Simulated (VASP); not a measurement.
# B (R32) in VASP: relaxation of cell and atoms with PBE

Aim: the relaxation of cell and atoms of B with PBE.

All numbers are computed with VASP 6.6.1; they aren't measurements. Logs are shortened: lines on timing, memory, paths and dates and some standing lists are left out, and cuts for length are marked.

## 1. The cell of the first run

It takes space group R32 (No. 155, trigonal). The conventional cell has a = 5.429 Å, b = 5.429 Å, c = 4.827 Å, α = 90.00°, β = 90.00°, γ = 120.00°. Within 2.2 Å of B (site symmetry 3) lie 4 B at 1.65 to 1.68 Å. Within 2.2 Å of B (site symmetry 2) lie 4 B at 1.68 to 1.69 Å.

## 2. Relaxation of cell and atoms, PBE

The input, INCAR:

```
SYSTEM = B
PREC     = Accurate       ! precision mode
ENCUT    = 600            ! plane-wave cutoff, eV
EDIFF    = 1E-7           ! SCF threshold, eV
ISMEAR   = 0              ! smearing method
SIGMA    = 0.1            ! smearing width, eV
LREAL    = .False.        ! projectors in reciprocal space
LASPH    = .True.         ! aspherical terms in the spheres
NELM     = 80             ! most SCF steps
ALGO     = Normal         ! electronic algorithm
ISIF     = 3              ! what is computed and relaxed
LWAVE    = .False.        ! write WAVECAR
LCHARG   = .False.        ! write CHGCAR
GGA      = PE             ! functional
IBRION   = 2              ! ionic algorithm
NSW      = 90             ! ionic steps
EDIFFG   = -0.04          ! ionic threshold
```

The input, KPOINTS:

```
regular mesh
0
Gamma
  6 6 6
  0 0 0
```

The input, POSCAR:

```
B
1.0
    2.7142770200      1.5670885700      1.6091339000
   -2.7142770200      1.5670885700      1.6091339000
    0.0000000000     -3.1341771400      1.6091339000
B
5
Direct
    0.3295443800      0.3295443800      0.3295443800
    0.6704556200      0.6704556200      0.6704556200
    0.6121795600      0.3878204400      0.0000000000
    0.0000000000      0.6121795600      0.3878204400
    0.3878204400      0.0000000000      0.6121795600
```

Potentials or basis: VASP PAW PBE potentials, release 64 (B).

Command:

```sh
cat potpaw_PBE.64/B/POTCAR > POTCAR
mpirun -np 1 vasp_std > vasp.out
```

OUTCAR:

```text
SYSTEM = B
   PREC = Accurate
   ENCUT = 600
   EDIFF = 1E-7
   ISMEAR = 0
   LREAL = .False.
   LASPH = .True.
   NELM = 80
   ISIF = 3
   GGA = PE
   IBRION = 2
   NSW = 90
   EDIFFG = -0.04

 ion  position               nearest neighbor table
   1  0.330  0.330  0.330-   2 1.65   4 1.68   5 1.68   3 1.68
   2  0.670  0.670  0.670-   1 1.65   5 1.68   4 1.68   3 1.68
   3  0.612  0.388  0.000-   1 1.68   2 1.68   4 1.69   5 1.69
   4  0.000  0.612  0.388-   1 1.68   2 1.68   3 1.69   5 1.69
   5  0.388  0.000  0.612-   2 1.68   1 1.68   3 1.69   4 1.69

  LATTYP: Found a trigonal (rhomboedric) cell.
 ALAT       =     3.5231205253
 COS(alpha) =    -0.1870891462

  Lattice vectors:

 A1 = (   2.7142770200,   1.5670885700,   1.6091339000)
 A2 = (  -2.7142770200,   1.5670885700,   1.6091339000)
 A3 = (   0.0000000000,  -3.1341771400,   1.6091339000)

Analysis of symmetry for initial positions (statically):
=====================================================================
 Subroutine PRICEL returns:
 Original cell was already a primitive cell.

 Routine SETGRP: Setting up the symmetry group for a
 trigonal (rhombohedral) supercell.

 Subroutine GETGRP returns: Found  6 space group operations
 (whereof  6 operations were pure point group operations)
 out of a pool of 12 trial point group operations.

The static configuration has the point symmetry D_3 .

Analysis of symmetry for dynamics (positions and initial velocities):
=====================================================================
 Subroutine PRICEL returns:
 Original cell was already a primitive cell.

 Routine SETGRP: Setting up the symmetry group for a
 trigonal (rhombohedral) supercell.

 Subroutine GETGRP returns: Found  6 space group operations
 (whereof  6 operations were pure point group operations)
 out of a pool of 12 trial point group operations.

The dynamic configuration has the point symmetry D_3 .

 Subroutine INISYM returns: Found  6 space group operations
 (whereof  6 operations are pure point group operations),
 and found     1 'primitive' translations

----------------------------------------------------------------------------------------

                                     Primitive cell

  volume of cell :      41.0668

  direct lattice vectors                    reciprocal lattice vectors
     2.714277020  1.567088570  1.609133900     0.184211116  0.106354338  0.207150774
    -2.714277020  1.567088570  1.609133900    -0.184211116  0.106354338  0.207150774
     0.000000000 -3.134177140  1.609133900     0.000000000 -0.212708675  0.207150774

  length of vectors
     3.523120525  3.523120525  3.523120528     0.296911475  0.296911475  0.296911475

  position of ions in fractional coordinates (direct lattice)
     0.329544380  0.329544380  0.329544380
     0.670455620  0.670455620  0.670455620
     0.612179560  0.387820440  0.000000000
     1.000000000  0.612179560  0.387820440
     0.387820440  1.000000000  0.612179560

  ion indices of the primitive-cell ions
   primitive index   ion index
                 1           1
                 2           2
                 3           3
                 4           4
                 5           5

----------------------------------------------------------------------------------------

 KPOINTS: regular mesh

Automatic generation of k-mesh.
 Grid dimensions read from file:
 generate k-points for:    6    6    6

 Generating k-lattice:

  Cartesian coordinates                     Fractional coordinates (reciprocal lattice)
     0.030701853  0.017725723  0.034525129     0.166666667 -0.000000000  0.000000000
    -0.030701853  0.017725723  0.034525129    -0.000000000  0.166666667  0.000000000
     0.000000000 -0.035451446  0.034525129     0.000000000  0.000000000  0.166666667

  Length of vectors
     0.049485246  0.049485246  0.049485246

  Shift w.r.t. Gamma in fractional coordinates (k-lattice)
     0.000000000  0.000000000  0.000000000

 Subroutine IBZKPT returns following result:
 ===========================================

 Found     32 irreducible k-points:

 Following reciprocal coordinates:
            Coordinates               Weight
  0.000000  0.000000  0.000000      1.000000
  0.166667  0.000000 -0.000000      6.000000
  0.333333  0.000000 -0.000000      6.000000
  0.500000  0.000000  0.000000      3.000000
  0.166667  0.166667 -0.000000      6.000000
  0.333333  0.166667 -0.000000     12.000000
[... 16 lines left out ...]
  0.500000  0.500000  0.166667      6.000000
 -0.333333  0.500000  0.166667     12.000000
 [... further k-points ...]
   k-points           NKPTS =     32   k-points in BZ     NKDIM =     32   number of bands    NBANDS=     11
   number of dos      NEDOS =    301   number of ions     NIONS =      5
   total plane-waves  NPLWV =  21952
   dimension x,y,z NGX =    28 NGY =   28 NGZ =   28
   dimension x,y,z NGXF=    56 NGYF=   56 NGZF=   56
   ions per type =               5
   NGX,Y,Z   is equivalent  to a cutoff of  13.21, 13.21, 13.21 a.u.
   NGXF,Y,Z  is equivalent  to a cutoff of  26.42, 26.42, 26.42 a.u.
 SYSTEM =  B
   PREC   = accura    normal or accurate (medium, high low for compatibility)
   ISTART =      0    job   : 0-new  1-cont  2-samecut
   ICHARG =      2    charge: 1-file 2-atom 10-const
   ISPIN  =      1    spin polarized calculation?
   LNONCOLLINEAR =      F non collinear calculations
   LSORBIT =      F    spin-orbit coupling
   LASPH  =      T    aspherical Exc in radial PAW
   ENCUT  =  600.0 eV  44.10 Ry    6.64 a.u.   7.04  7.04  7.04*2*pi/ulx,y,z
   NELM   =     80;   NELMIN=  2; NELMDL= -5     # of ELM steps
   EDIFF  = 0.1E-06   stopping-criterion for ELM
   LREAL  =      F    real-space projection
   EDIFFG = -.4E-01   stopping-criterion for IOM
   NSW    =     90    number of steps for IOM
   IBRION =      2    ionic relax: 0-MD 1-quasi-New 2-CG
   NFREE  =      1    steps in history (QN), initial steepest desc. (CG)
   ISIF   =      3    stress and relaxation
   ISYM   =      2    0-nonsym 1-usesym 2-fastsym
   POTIM  = 0.5000    time-step for ionic-motion
   TEBEG  =    0.0;   TEEND  =   0.0 temperature during run
   PSTRESS=    0.0 pullay stress
   NELECT =      15.0000    total number of electrons
   NUPDOWN=      -1.0000    fix difference up-down
   EMIN   =  10.00;   EMAX   =-10.00  energy-range for DOS
[... 5 lines left out ...]
     AMIX     =   0.40;   BMIX     =  1.00
     AMIX_MAG =   1.60;   BMIX_MAG =  1.00
  volume/ion in A,a.u.               =       8.21        55.43
  Fermi-wavevector in a.u.,A,eV,Ry     =   1.170240  2.211433 18.632651  1.369461
  Thomas-Fermi vector in A             =   2.306701
   LORBIT       =      0    0 simple, 1 ext, 2 COOP (PROOUT), +10 PAW based schemes
   GGA     = PE    functional components
   LHFCALC =     F    Hartree Fock is set to
   AEXX    =    0.0000 exact exchange contribution
   IVDW    =     0    specifies the selected vdW correction
   LEPSILON=     F    determine dielectric tensor
   LRPA    =     F    only Hartree local field effects (RPA)
 conjugate gradient relaxation of ions
 non-spin polarized calculation
 Gauss-broadening in eV      SIGMA  =   0.10
  energy-cutoff  :      600.00
  volume of cell :       41.07
 maximum number of plane-waves:      1392
   NGX = 15   NGY = 15   NGZ = 15

--------------------------------------- Ionic step        1  -------------------------------------------

 number of electron      15.0000000 magnetization

 Free energy of the ion-electron system (eV)
  ---------------------------------------------------
  ext. energy  EPLUGINS =         0.00000000
  ---------------------------------------------------
  free energy    TOTEN  =       -29.20958628 eV

  energy without entropy =      -29.19916884  energy(sigma->0) =      -29.20437756

------------------------ aborting loop because EDIFF is reached ----------------------------------------

  FORCE on cell =-STRESS in cart. coord.  units (eV):
  Direction    XX          YY          ZZ          XY          YZ          ZX
  --------------------------------------------------------------------------------------
  -------------------------------------------------------------------------------------
  Total        1.9488423      1.9488423      6.8491748      0.0000000      0.0000000      0.0000000
  in kB       76.0319504     76.0319506    267.2130646      0.0000000      0.0000000      0.0000000
  external PRESSURE =     139.7589885 kB  Pullay stress =       0.0000000 kB
[... 98 lines left out ...]
  FREE ENERGIE OF THE ION-ELECTRON SYSTEM (eV)
  ---------------------------------------------------
  free  energy   TOTEN  =       -30.0129207905 eV

  energy  without entropy=      -30.0041084397  energy(sigma->0) =      -30.00851462

[... ionic steps 4 to 18 ...]

--------------------------------------- Ionic step       19  -------------------------------------------

 number of electron      15.0000000 magnetization

------------------------ aborting loop because EDIFF is reached ----------------------------------------

  FORCE on cell =-STRESS in cart. coord.  units (eV):
  Direction    XX          YY          ZZ          XY          YZ          ZX
  --------------------------------------------------------------------------------------
  -------------------------------------------------------------------------------------
  Total        0.2559401      0.2559401      0.0848687      0.0000000      0.0000000     -0.0000000
  in kB       11.8791077     11.8791078      3.9390635      0.0000000      0.0000000     -0.0000000
  external PRESSURE =       9.2324263 kB  Pullay stress =       0.0000000 kB
[... 63 lines left out ...]
  energy  without entropy=      -32.5941546528  energy(sigma->0) =      -32.59841461

--------------------------------------- Ionic step       21  -------------------------------------------

 number of electron      15.0000000 magnetization

 Free energy of the ion-electron system (eV)
  ---------------------------------------------------
  ext. energy  EPLUGINS =         0.00000000
  ---------------------------------------------------
  free energy    TOTEN  =       -32.60293880 eV

  energy without entropy =      -32.59441364  energy(sigma->0) =      -32.59867622

 E-fermi :   6.5513     XC(G=0): -11.9083

 val. band max:        6.4877841777   @ k =   0.3333   0.1667  -0.0000
 cond. band min:       6.5580898459   @ k =  -0.3333   0.1667   0.0000
 fundamental gap:      0.0703056682
 Fermi energy:         6.5513145166

 k-point     1 :       0.0000    0.0000    0.0000
  band No.  band energies     occupation
      1      -9.4239      2.00000
      2      -0.7859      2.00000
      3      -0.7859      2.00000
      4       1.1758      2.00000
      5       2.0334      2.00000
      6       3.7726      2.00000
      7       3.7726      2.00000
      8       6.8768      0.00000
      9       6.8768      0.00000
     10      13.0882      0.00000
     11      13.0882      0.00000
[... 309 lines left out ...]
 k-point    24 :      -0.3333    0.5000    0.1667
  band No.  band energies     occupation
      1      -6.1857      2.00000
      2      -4.7103      2.00000
      3      -2.3098      2.00000
      4      -0.2494      2.00000
      5       0.8750      2.00000
      6       3.2587      2.00000
      7       3.7708      2.00000
      8       5.8143      2.00000
      9      11.4575      0.00000
     10      12.3768      0.00000
     11      13.0498      0.00000

 [... further k-points ...]
[... 5 lines left out ...]
  --------------------------------------------------------------------------------------
  -------------------------------------------------------------------------------------
  Total        0.0132456      0.0132456     -0.0809644      0.0000000      0.0000000      0.0000000
  in kB        0.6119810      0.6119810     -3.7407547      0.0000000      0.0000000      0.0000000
  external PRESSURE =      -0.8389309 kB  Pullay stress =       0.0000000 kB
[... 20 lines left out ...]
  FREE ENERGIE OF THE ION-ELECTRON SYSTEM (eV)
  ---------------------------------------------------
  free  energy   TOTEN  =       -32.6029387995 eV

  energy  without entropy=      -32.5944136435  energy(sigma->0) =      -32.59867622

 reached required accuracy - stopping structural energy minimisation
```

Wall time 1.7 min (1 thread of AMD EPYC 9R45 (Zen 5), shared host); peak memory 0.12 GiB.

Results:

```yaml
Free_energy: -32.6029 eV
Relaxed_volume: 6.94 Å³/atom
Relaxed_cell: a = 3.285 Å, b = 3.285 Å, c = 3.285 Å, α = 96.64°, β = 96.64°, γ = 96.64°
Space_group_after_relaxing_to_0.05_Å: R32 (No. 155)
Energy_gained_by_relaxing: 678.7 meV/atom
Ionic_steps: 21
Pressure_after_relaxing: -0.1 GPa
Largest_force_after_relaxing: 0.005 eV/Å
```

Forces on the atoms (eV/Å):
```
B    0.000  0.000  0.005
B    0.000  0.000 -0.005
B    0.004  0.000  0.000
B   -0.002  0.004  0.000
B   -0.002 -0.004  0.000
```

Stress tensor (GPa, compression positive):
```
 0.06  0.00  0.00
 0.00  0.06  0.00
 0.00  0.00 -0.37
```

Step by step:
| step | energy change (eV) | largest force (eV/Å) | pressure (GPa) | volume (Å³) |
| --- | --- | --- | --- | --- |
| 1 | 0.0000 | 4.1413 | 13.98 | 41.07 |
| 2 | -0.7621 | 0.2272 | -15.23 | 45.44 |
| 3 | -0.8033 | 0.6127 | -10.07 | 44.40 |
| 4 | -1.0100 | 0.6075 | -2.75 | 41.55 |
| 5 | -1.1045 | 0.9870 | 8.48 | 38.45 |
| 6 | -1.2452 | 1.2375 | 7.49 | 37.94 |
| 7 | -1.9992 | 2.2694 | 4.58 | 36.43 |
| 8 | -3.0209 | 1.0463 | 16.48 | 33.52 |
| 9 | -2.9849 | 1.6442 | 6.55 | 34.65 |
| 10 | -3.1109 | 0.6708 | 9.93 | 34.10 |
| 11 | -3.1780 | 1.0893 | 8.69 | 34.14 |
| 12 | -3.1948 | 0.8061 | 8.72 | 34.13 |
| 13 | -3.2737 | 0.6365 | 3.50 | 34.61 |
| 14 | -3.3186 | 0.5859 | -5.63 | 35.60 |
| 15 | -3.3212 | 0.4975 | -4.04 | 35.41 |
| 16 | -3.3448 | 0.4601 | -2.98 | 35.20 |
| 17 | -3.3848 | 0.3406 | 0.31 | 34.59 |
| 18 | -3.3866 | 0.3018 | 1.30 | 34.41 |
| 19 | -3.3926 | 0.0719 | 0.92 | 34.52 |
| 20 | -3.3931 | 0.0154 | 0.81 | 34.56 |
| 21 | -3.3934 | 0.0051 | -0.08 | 34.68 |

Final structure:
```
B
1.0
     2.45355    1.41656    1.66290
    -2.45355    1.41656    1.66290
     0.00000   -2.83311    1.66290
B
5
Direct
  0.18031 0.18031 0.18031
  0.81969 0.81969 0.81969
  0.66364 0.33636 0.00000
  0.00000 0.66364 0.33636
  0.33636 0.00000 0.66364
```

Caveat: the volume moved by over 15 % at a fixed basis, so the end points are rough.
